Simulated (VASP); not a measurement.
# Al (a cell with a defect) in VASP: a series of runs

Al (a cell with a defect) is run at these levels: PBE; tasks: single point.

Everything below comes from runs of VASP 6.6.1. Logs are shortened: lines on timing, memory, paths and dates and some standing lists are left out, and cuts for length are marked.

### 1 The cell of the first run

The cell holds a defect, 33 atoms: a = 8.100 Å, b = 8.100 Å, c = 8.100 Å, α = 90.00°, β = 90.00°, γ = 90.00°.

### 2 Single point, PBE

INCAR

```
SYSTEM = Al
PREC = Accurate ; ENCUT = 520
EDIFF = 1E-6 ; ISMEAR = 0
SIGMA = 0.05 ; LREAL = Auto
LASPH = .TRUE. ; NELM = 60
ALGO = Normal ; ISIF = 2
LWAVE = .FALSE. ; LCHARG = .FALSE.
GGA = PE ; NBANDS = 72
```

KPOINTS

```
Automatic mesh
0
G
  2 2 2
  0 0 0
```

POSCAR

```
Al
1.0
    8.1000000000      0.0000000000      0.0000000000
    0.0000000000      8.1000000000      0.0000000000
    0.0000000000      0.0000000000      8.1000000000
Al
33
Direct
    0.5033004938      0.0138154321      0.0152272840
    0.7549504938      0.2510029630      0.0034312346
    0.7476372840      0.0042525926      0.2540039506
    0.0040356790      0.0036618519     -0.0011193827
    0.2510877778      0.2511112346      0.0011383951
    0.5023993827      0.4940949383      0.0079101235
    0.7737786420      0.7498948148      0.0016274074
    0.2510697531      0.0240601235      0.2386766667
    0.5027312346      0.2503574074      0.2522524691
    0.7432279012      0.4919065432      0.2532775309
    0.5036002469      0.0107377778      0.5045707407
    0.7541600000      0.2497711111      0.5024887654
    0.7632677778      0.0083859259      0.7540812346
    0.0029207407      0.4948241975     -0.0044579012
    0.2521312346      0.7506437037      0.0004434568
   -0.0050130864      0.2525585185      0.2467181481
    0.2492376543      0.4898500000      0.2471944444
    0.4940281481      0.7505849383      0.2625044444
   -0.0093543210      0.0158679012      0.4989683951
    0.2482002469      0.2494750617      0.4997913580
    0.5100441975      0.4717661728      0.5005087654
    0.7450244444      0.7503190123      0.5083879012
    0.2550925926      0.0096140741      0.7540843210
    0.5096141975      0.2480911111      0.7588185185
    0.7565040741      0.4970586420      0.7537377778
   -0.0446629630      0.7390890123      0.2300246914
   -0.0017491358      0.4944043210      0.4980650617
    0.1774514815      0.7720944444      0.4064856790
    0.0000516049      0.2495940741      0.7517418519
    0.2500520988      0.4737823457      0.7600704938
    0.5491229630      0.7668707407      0.8195700000
    0.0151103704      0.7505411111      0.7395804938
    0.3635755556      0.7258588889      0.6109806173
```

Potentials or basis: VASP PAW PBE potentials, release 64 (Al).

Command:

```sh
$ cat potpaw_PBE.64/Al/POTCAR > POTCAR
$ mpirun -np 1 vasp_std > vasp.out
```

OUTCAR:

```text
SYSTEM = Al
   PREC = Accurate
   ENCUT = 520
   EDIFF = 1E-6
   ISMEAR = 0
   LREAL = Auto
   LASPH = .TRUE.
   NELM = 60
   ISIF = 2
   GGA = PE

 ion  position               nearest neighbor table
   1  0.503  0.014  0.015-  31 2.58   9 2.71   8 2.73   3 2.77   2 2.80   5 2.81  24 2.81  23 2.92
                            18 2.93  15 2.95  13 2.99   7 3.06
   2  0.755  0.251  0.003-  16 2.77   1 2.80  24 2.81  10 2.81  14 2.82  13 2.82  25 2.84   6 2.84
                             4 2.84  29 2.85   3 2.85   9 2.87
   3  0.748  0.004  0.254-  26 2.74   1 2.77  19 2.80   9 2.81  12 2.83  11 2.83  16 2.84   2 2.85
                            18 2.91   7 2.91  22 2.91   4 2.93
   4  0.004  0.004  0.999-   7 2.78  13 2.78   8 2.79  29 2.82   5 2.83  23 2.84   2 2.84  16 2.85
                            15 2.87  26 2.87   3 2.93  32 2.94
   5  0.251  0.251  0.001-  30 2.66   8 2.66  17 2.78  23 2.80   1 2.81  14 2.82   6 2.83   4 2.83
                            29 2.87  24 2.87  16 2.87   9 2.88
   6  0.502  0.494  0.008-  31 2.71  10 2.78   9 2.80  17 2.82   5 2.83  24 2.84   2 2.84  30 2.87
                            15 2.90  25 2.91  18 2.93   7 3.02
   7  0.774  0.750  0.002-  31 2.35  26 2.36   4 2.78  14 2.78  25 2.87  32 2.89  13 2.90   3 2.91
                            10 2.93   6 3.02   1 3.06  18 3.10
   8  0.251  0.024  0.239-  28 2.52   5 2.66   1 2.73   9 2.74  16 2.78   4 2.79  20 2.79  15 2.94
                            18 2.97  11 2.97  19 2.98  26 3.33
   9  0.503  0.250  0.252-  21 2.70   1 2.71   8 2.74  10 2.76   6 2.80   3 2.81  11 2.82  17 2.83
                             2 2.87  12 2.87  20 2.88   5 2.88
  10  0.743  0.492  0.253-  26 2.64  21 2.76   9 2.76   6 2.78   2 2.81  16 2.81  12 2.82  27 2.86
                            18 2.91   7 2.93  22 2.94  14 2.96
  11  0.504  0.011  0.505-  33 2.71  12 2.81  24 2.82   9 2.82  20 2.83   3 2.83  23 2.85  22 2.88
                            18 2.88  13 2.92   8 2.97  31 3.25
  12  0.754  0.250  0.502-  21 2.67  19 2.69  27 2.80  11 2.81  10 2.82  13 2.83   3 2.83  29 2.84
                            16 2.85  25 2.86  24 2.87   9 2.87
  13  0.763  0.008  0.754-  31 2.67  29 2.74  19 2.77   4 2.78   2 2.82  12 2.83  24 2.83  22 2.89
                             7 2.90  11 2.92  32 2.92   1 2.99
  14  0.003  0.495  0.996-  26 2.77  30 2.77   7 2.78  25 2.80  29 2.80   2 2.82   5 2.82  16 2.83
                            17 2.85  15 2.89  32 2.93  10 2.96
  15  0.252  0.751  0.000-  31 2.82  32 2.85   4 2.87  18 2.89  14 2.89  23 2.90   6 2.90  17 2.91
                             8 2.94   1 2.95  30 2.97  26 3.04  33 3.29  28 3.35
  16  0.995  0.253  0.247-   2 2.77   8 2.78  19 2.80  10 2.81  17 2.82  27 2.83  14 2.83   3 2.84
                            12 2.85   4 2.85   5 2.87  20 2.90
  17  0.249  0.490  0.247-  28 2.69   5 2.78  16 2.82   6 2.82  20 2.82   9 2.83  14 2.85  27 2.87
                            18 2.90  15 2.91  21 2.95  26 3.12
  18  0.494  0.751  0.263-  28 2.82  22 2.85  11 2.88  15 2.89  17 2.90   3 2.91  10 2.91   1 2.93
                             6 2.93   8 2.97  21 2.97  33 3.02   7 3.10
  19  0.991  0.016  0.499-  28 2.60  12 2.69  13 2.77  29 2.79   3 2.80  16 2.80  20 2.82  32 2.91
                            22 2.93  23 2.98   8 2.98  26 3.14
  20  0.248  0.249  0.500-  21 2.78  30 2.78   8 2.79  19 2.82  17 2.82  23 2.83  11 2.83  27 2.83
                            29 2.86   9 2.88  16 2.90  24 2.98
  21  0.510  0.472  0.501-  33 2.54  12 2.67   9 2.70  10 2.76  24 2.77  20 2.78  25 2.87  17 2.95
                            22 2.95  18 2.97  30 2.98
  22  0.745  0.750  0.508-  26 2.83  18 2.85  25 2.86  11 2.88  32 2.88  13 2.89   3 2.91  27 2.92
                            19 2.93  10 2.94  21 2.95  31 2.98  33 3.21
  23  0.255  0.010  0.754-  33 2.72   5 2.80  24 2.83  20 2.83  29 2.84   4 2.84  11 2.85  32 2.86
                            15 2.90   1 2.92  19 2.98  31 3.13
  24  0.510  0.248  0.759-  21 2.77  30 2.79   2 2.81   1 2.81  11 2.82  23 2.83  13 2.83   6 2.84
[... 5 lines left out ...]
  27  0.998  0.494  0.498-  28 2.78  12 2.80  16 2.83  20 2.83  25 2.85  32 2.85  29 2.86  10 2.86
                            17 2.87  22 2.92  30 2.95  26 2.96
  28  0.177  0.772  0.406-  33 2.27  26 2.31   8 2.52  19 2.60  17 2.69  27 2.78  18 2.82  32 3.01
                            15 3.35
  29  0.000  0.250  0.752-  30 2.72  13 2.74  19 2.79  14 2.80  25 2.81   4 2.82  12 2.84  23 2.84
                             2 2.85  27 2.86  20 2.86   5 2.87
  30  0.250  0.474  0.760-  33 2.54   5 2.66  29 2.72  14 2.77  20 2.78  24 2.79   6 2.87  32 2.95
                            27 2.95  15 2.97  21 2.98
  31  0.549  0.767  0.820-  33 2.29   7 2.35   1 2.58  13 2.67   6 2.71  25 2.81  15 2.82  22 2.98
                            23 3.13  11 3.25
  32  0.015  0.751  0.740-  27 2.85  15 2.85  23 2.86  22 2.88   7 2.89  19 2.91  13 2.92  14 2.93
                            25 2.94   4 2.94  30 2.95  28 3.01  33 3.02
  33  0.364  0.726  0.611-  28 2.27  31 2.29  21 2.54  30 2.54  11 2.71  23 2.72  32 3.02  18 3.02
                            22 3.21  15 3.29

  LATTYP: Found a simple cubic cell.
 ALAT       =     8.1000000000

  Lattice vectors:

 A1 = (   8.1000000000,   0.0000000000,   0.0000000000)
 A2 = (   0.0000000000,   8.1000000000,   0.0000000000)
 A3 = (   0.0000000000,   0.0000000000,   8.1000000000)

Analysis of symmetry for initial positions (statically):
=====================================================================
 Subroutine PRICEL returns:
 Original cell was already a primitive cell.

 Routine SETGRP: Setting up the symmetry group for a
 simple cubic supercell.

 Subroutine GETGRP returns: Found  1 space group operations
 (whereof  1 operations were pure point group operations)
 out of a pool of 48 trial point group operations.

The static configuration has the point symmetry C_1 .

Analysis of symmetry for dynamics (positions and initial velocities):
=====================================================================
 Subroutine PRICEL returns:
 Original cell was already a primitive cell.
[... 116 lines left out ...]

  Shift w.r.t. Gamma in fractional coordinates (k-lattice)
     0.000000000  0.000000000  0.000000000

 Subroutine IBZKPT returns following result:
 ===========================================

 Found      8 irreducible k-points:

 Following reciprocal coordinates:
            Coordinates               Weight
  0.000000  0.000000  0.000000      1.000000
  0.500000  0.000000  0.000000      1.000000
  0.000000  0.500000  0.000000      1.000000
  0.000000  0.000000  0.500000      1.000000
  0.500000  0.500000  0.000000      1.000000
  0.000000  0.500000  0.500000      1.000000
  0.500000  0.000000  0.500000      1.000000
  0.500000  0.500000  0.500000      1.000000
   k-points           NKPTS =      8   k-points in BZ     NKDIM =      8   number of bands    NBANDS=     72
   number of dos      NEDOS =    301   number of ions     NIONS =     33
   total plane-waves  NPLWV = 216000
   dimension x,y,z NGX =    60 NGY =   60 NGZ =   60
   dimension x,y,z NGXF=   120 NGYF=  120 NGZF=  120
   ions per type =              33
   NGX,Y,Z   is equivalent  to a cutoff of  12.31, 12.31, 12.31 a.u.
   NGXF,Y,Z  is equivalent  to a cutoff of  24.63, 24.63, 24.63 a.u.
 SYSTEM =  Al
   PREC   = accura    normal or accurate (medium, high low for compatibility)
   ISTART =      0    job   : 0-new  1-cont  2-samecut
   ICHARG =      2    charge: 1-file 2-atom 10-const
   ISPIN  =      1    spin polarized calculation?
   LNONCOLLINEAR =      F non collinear calculations
   LSORBIT =      F    spin-orbit coupling
   LASPH  =      T    aspherical Exc in radial PAW
   ENCUT  =  520.0 eV  38.22 Ry    6.18 a.u.  15.06 15.06 15.06*2*pi/ulx,y,z
   NELM   =     60;   NELMIN=  2; NELMDL= -5     # of ELM steps
   EDIFF  = 0.1E-05   stopping-criterion for ELM
   LREAL  =      T    real-space projection
   EDIFFG = 0.1E-04   stopping-criterion for IOM
   NSW    =      0    number of steps for IOM
   IBRION =     -1    ionic relax: 0-MD 1-quasi-New 2-CG
   NFREE  =      0    steps in history (QN), initial steepest desc. (CG)
   ISIF   =      2    stress and relaxation
   ISYM   =      2    0-nonsym 1-usesym 2-fastsym
   POTIM  = 0.5000    time-step for ionic-motion
   TEBEG  =    0.0;   TEEND  =   0.0 temperature during run
   PSTRESS=    0.0 pullay stress
   NELECT =      99.0000    total number of electrons
   NUPDOWN=      -1.0000    fix difference up-down
   EMIN   =  10.00;   EMAX   =-10.00  energy-range for DOS
   EFERMI =   0.00;   METHOD = LEGACY
   ISMEAR =     0;   SIGMA  =   0.05  broadening in eV -4-tet -1-fermi 0-gaus
   EFERMI_NEDOS =   21; number of points for ismear=-14 and -15
   IALGO  =     38    algorithm
   IMIX   =      4    mixing-type and parameters
     AMIX     =   0.40;   BMIX     =  1.00
     AMIX_MAG =   1.60;   BMIX_MAG =  1.00
  volume/ion in A,a.u.               =      16.10       108.68
  Fermi-wavevector in a.u.,A,eV,Ry     =   0.934978  1.766853 11.894002  0.874184
  Thomas-Fermi vector in A             =   2.061839
   LORBIT       =      0    0 simple, 1 ext, 2 COOP (PROOUT), +10 PAW based schemes
   GGA     = PE    functional components
   LHFCALC =     F    Hartree Fock is set to
   AEXX    =    0.0000 exact exchange contribution
   IVDW    =     0    specifies the selected vdW correction
   LEPSILON=     F    determine dielectric tensor
   LRPA    =     F    only Hartree local field effects (RPA)
 non-spin polarized calculation
 Gauss-broadening in eV      SIGMA  =   0.05
  energy-cutoff  :      520.00
  volume of cell :      531.44
 maximum number of plane-waves:     14400
   NGX = 31   NGY = 31   NGZ = 31

 number of electron      99.0000000 magnetization

 Free energy of the ion-electron system (eV)
  ---------------------------------------------------
  ext. energy  EPLUGINS =         0.00000000
  ---------------------------------------------------
  free energy    TOTEN  =      -120.42644505 eV

  energy without entropy =     -120.40856326  energy(sigma->0) =     -120.41750415

 E-fermi :   7.8907     XC(G=0): -10.2723

 val. band max:        7.8650203888   @ k =   0.0000   0.5000   0.0000
 cond. band min:       7.8953756416   @ k =   0.5000   0.0000   0.0000
 fundamental gap:      0.0303552528
 Fermi energy:         7.8907327051

 k-point     1 :       0.0000    0.0000    0.0000
  band No.  band energies     occupation
      1      -3.0736      2.00000
      2      -0.9616      2.00000
      3      -0.9047      2.00000
      4      -0.8982      2.00000
      5      -0.8007      2.00000
      6      -0.7801      2.00000
[... 501 lines left out ...]
     60      11.0415      0.00000
     61      11.1522      0.00000
 [bands above 61 left out]

------------------------ aborting loop because EDIFF is reached ----------------------------------------

  FORCE on cell =-STRESS in cart. coord.  units (eV):
  Direction    XX          YY          ZZ          XY          YZ          ZX
  --------------------------------------------------------------------------------------
  -------------------------------------------------------------------------------------
  Total       18.6163177     16.6169144     17.4523930      0.0728727     -0.1147677     12.5051297
  in kB       56.1240895     50.0963296     52.6151131      0.2196950     -0.3459994     37.7002064
  external PRESSURE =      52.9451774 kB  Pullay stress =       0.0000000 kB

 VOLUME and BASIS-vectors are now :
 -----------------------------------------------------------------------------
  energy-cutoff  :      520.00
  volume of cell :      531.44
      direct lattice vectors                 reciprocal lattice vectors
     8.100000000  0.000000000  0.000000000     0.123456790  0.000000000  0.000000000
     0.000000000  8.100000000  0.000000000     0.000000000  0.123456790  0.000000000
     0.000000000  0.000000000  8.100000000     0.000000000  0.000000000  0.123456790

 POSITION                                       TOTAL-FORCE (eV/Angst)
 -----------------------------------------------------------------------------------
      4.07673      0.11191      0.12334         0.011239      0.045310      0.020752
      6.11510      2.03312      0.02779         0.003432      0.001012     -0.003863
      6.05586      0.03445      2.05743        -0.002074     -0.005396     -0.004077
      0.03269      0.02966      8.09093        -0.001562     -0.004290      0.009155
      2.03381      2.03400      0.00922        -0.005932      0.017118     -0.019338
      4.06943      4.00217      0.06407         0.000049     -0.000416     -0.005820
[... 25 lines left out ...]
      0.12239      6.07938      5.99060         0.028556     -0.003112     -0.034872
      2.94496      5.87946      4.94894        -0.017363     -0.029700     -0.051006
 -----------------------------------------------------------------------------------
    total drift:                                0.007238      0.000754      0.002359

  FREE ENERGIE OF THE ION-ELECTRON SYSTEM (eV)
  ---------------------------------------------------
  free  energy   TOTEN  =      -120.4264450472 eV

  energy  without entropy=     -120.4085632592  energy(sigma->0) =     -120.41750415
```

Wall time 3.6 min (1 thread of Intel Xeon 6975P-C (Granite Rapids), shared host); peak memory 0.55 GiB.

What came out:

* Free energy: -120.4264 eV
* Pressure: 5.3 GPa
* Largest force: 0.198 eV/Å
* Band gap on the k mesh: zero (an odd number of electrons rules out a gap without spin polarisation)

Forces on the atoms (eV/Å):
```
Al   0.011  0.045  0.021
Al   0.003  0.001 -0.004
Al  -0.002 -0.005 -0.004
Al  -0.002 -0.004  0.009
Al  -0.006  0.017 -0.019
Al   0.000  0.000 -0.006
Al   0.114 -0.024 -0.118
Al   0.014  0.077 -0.021
Al   0.016  0.015  0.008
Al  -0.027 -0.029 -0.009
Al  -0.009 -0.001 -0.010
Al   0.022 -0.009  0.012
Al  -0.005 -0.019  0.005
Al  -0.001 -0.003  0.016
Al  -0.034  0.004  0.044
Al  -0.011  0.005  0.007
Al   0.005 -0.019  0.002
Al   0.050 -0.005 -0.026
Al   0.001 -0.045 -0.007
Al  -0.027 -0.008  0.007
Al   0.012 -0.034 -0.008
Al  -0.050 -0.008  0.049
Al  -0.002 -0.020  0.003
Al   0.011  0.000  0.001
Al  -0.011  0.009 -0.006
Al  -0.148 -0.020  0.130
Al   0.006  0.035 -0.002
Al   0.144  0.031 -0.114
Al  -0.005  0.005  0.003
Al  -0.012 -0.005  0.002
Al  -0.071  0.046  0.121
Al   0.029 -0.003 -0.035
Al  -0.017 -0.030 -0.051
```

Stress tensor (GPa, compression positive):
```
 5.61  0.02  3.77
 0.02  5.01 -0.03
 3.77 -0.03  5.26
```

Caveat: the k points lie up to 0.39 Å⁻¹ apart, too coarse for converged energies and pressures of a metal.

### 3 Single point, PBE

INCAR

```
PREC = Accurate
ENCUT = 520
EDIFF = 1E-6
ISMEAR = 0
SIGMA = 0.05
LREAL = Auto
LASPH = T
NELM = 60
ALGO = Normal
ISIF = 2
LWAVE = F
LCHARG = F
GGA = PE
NBANDS = 72
```

KPOINTS

```
regular mesh
0
Gamma
  2 2 2
```

POSCAR

```
Al
1.0
    8.1000000000      0.0000000000      0.0000000000
    0.0000000000      8.1000000000      0.0000000000
    0.0000000000      0.0000000000      8.1000000000
Al
33
Direct
    0.5019253086      0.0153398765      0.0155434568
    0.7553972840      0.2508893827      0.0021158025
    0.7507253086      0.0041176543      0.2507856790
    0.0050855556      0.0044486420     -0.0031477778
    0.2510598765      0.2512892593     -0.0013330864
    0.5017796296      0.4917348148      0.0096104938
    0.7727645679      0.7501118519     -0.0002385185
    0.2478164198      0.0159953086      0.2420913580
    0.5011095062      0.2491760494      0.2485255556
    0.7469139506      0.4938688889      0.2503330864
    0.5073634568      0.0218774074      0.4998845679
    0.7567769136      0.2495180247      0.5023109877
    0.7599079012      0.0060525926      0.7551113580
    0.0046592593      0.4946971605     -0.0059840741
    0.2481933333      0.7504944444      0.0038423457
   -0.0021667901      0.2523075309      0.2452114815
    0.2487192593      0.4933598765      0.2487979012
    0.4956225926      0.7509811111      0.2534551852
   -0.0106714815      0.0195572840      0.5006451852
    0.2480340741      0.2490371605      0.5000040741
    0.5121716049      0.4601656790      0.4968130864
    0.7485819753      0.7505628395      0.5054776543
    0.2579665432      0.0022145679      0.7495900000
    0.5073420988      0.2477793827      0.7590534568
    0.7547993827      0.4978018519      0.7536244444
   -0.0332288889      0.7419256790      0.2229729630
   -0.0042274074      0.4908912346      0.4989681481
    0.1619922222      0.7672783951      0.4351450617
    0.0038046914      0.2506117284      0.7522580247
    0.2556295062      0.4871082716      0.7535327160
    0.5331601235      0.7625261728      0.8309117284
    0.0114660494      0.7504059259      0.7438651852
    0.4029071605      0.7313455556      0.5792588889
```

Potentials or basis: VASP PAW PBE potentials, release 64 (Al).

Command:

```sh
$ cat potpaw_PBE.64/Al/POTCAR > POTCAR
$ mpirun -np 1 vasp_std > vasp.out
```

Run time: 4.6 min. Hardware: 1 thread of Intel Xeon 6975P-C (Granite Rapids), shared host; peak memory 0.55 GiB.

It converged, with:

* Free energy: -120.6954 eV
* Pressure: 5.1 GPa
* Largest force: 0.653 eV/Å
* Band gap on the k mesh: zero (an odd number of electrons rules out a gap without spin polarisation)

Forces on the atoms (eV/Å):
```
Al  -0.019  0.051  0.035
Al  -0.004 -0.002 -0.003
Al   0.023 -0.007 -0.029
Al  -0.003  0.001  0.000
Al  -0.018  0.015 -0.040
Al  -0.024 -0.032  0.027
Al   0.056 -0.017 -0.090
Al  -0.040 -0.049  0.035
Al  -0.026 -0.006 -0.039
Al   0.014  0.004 -0.027
Al   0.028  0.145 -0.050
Al   0.042 -0.013  0.012
Al  -0.051 -0.041  0.027
Al   0.010 -0.006  0.004
Al  -0.100  0.001  0.094
Al   0.015 -0.001 -0.001
Al  -0.015  0.036  0.037
Al   0.032  0.007 -0.111
Al  -0.043  0.019  0.030
Al  -0.040 -0.005  0.026
Al   0.022 -0.177 -0.030
Al   0.016 -0.004  0.003
Al   0.026 -0.116 -0.042
Al  -0.029  0.005  0.019
Al  -0.039  0.019  0.004
Al   0.031  0.017  0.010
Al  -0.034 -0.006  0.024
Al  -0.127 -0.024  0.279
Al   0.030  0.015  0.019
Al   0.061  0.166 -0.074
Al  -0.289 -0.017  0.205
Al  -0.028 -0.009  0.033
Al   0.524  0.029 -0.389
```

Stress tensor (GPa, compression positive):
```
 5.14 -0.28  3.07
-0.28  4.90  0.17
 3.07  0.17  5.41
```

Levels at points of the mesh, in eV from the Fermi level:
```
           k point  band 46  band 47  band 48  band 49  band 50  band 51  band 52  band 53
(0.00, 0.00, 0.00)    -0.02     0.09     0.14     0.33     0.45     0.50     0.59     0.77
(0.50, 0.00, 0.00)    -0.25    -0.20    -0.17    -0.08    -0.07     0.02     0.07     0.74
(0.00, 0.50, 0.00)    -0.27    -0.16    -0.13    -0.08    -0.05     0.10     0.15     0.79
(0.00, 0.00, 0.50)    -0.30    -0.23    -0.18    -0.07    -0.03     0.02     0.09     0.73
(0.50, 0.50, 0.00)    -0.36    -0.35    -0.26     0.67     0.83     0.88     0.90     1.04
(0.00, 0.50, 0.50)    -0.36    -0.35    -0.27     0.67     0.82     0.88     0.89     1.05
(0.50, 0.00, 0.50)    -0.36    -0.33    -0.18     0.74     0.83     0.85     0.93     0.94
(0.50, 0.50, 0.50)    -0.57    -0.55    -0.53    -0.50    -0.49    -0.43    -0.37    -0.35
```

Caveat: the k points lie up to 0.39 Å⁻¹ apart, too coarse for converged energies and pressures of a metal.
